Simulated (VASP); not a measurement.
Input of a VASP 6.6.1 run:

The input INCAR:

```
ALGO = Normal ; EDIFF = 1E-6
ENCUT = 520 ; GGA = PS
ISIF = 2 ; ISMEAR = 0
LASPH = T ; LCHARG = T
LELF = T ; LREAL = F
LVHAR = T ; LWAVE = F
NBANDS = 14 ; NELM = 60
PREC = Accurate ; SIGMA = 0.05
```

KPOINTS

```
k-points
0
Gamma
  12 12 12
```

POSCAR

```
PPt
1.0
    0.0000000000      2.4977913884      2.4977913884
    2.4977913884      0.0000000000      2.4977913884
    2.4977913884      2.4977913884      0.0000000000
Pt P
1 1
Direct
    0.5000000000      0.5000000000      0.5000000000
    0.0000000000      0.0000000000      0.0000000000
```

Potentials or basis: VASP PAW PBE potentials, release 64 (Pt, P).

Launch:

```console
$ cat potpaw_PBE.64/Pt/POTCAR potpaw_PBE.64/P/POTCAR > POTCAR
$ mpirun -np 1 vasp_std > vasp.out
```

Predict the pressure.

-3.8 GPa.

Caveat: the PAW data sets were made with another functional, which shifts forces and pressure a little.
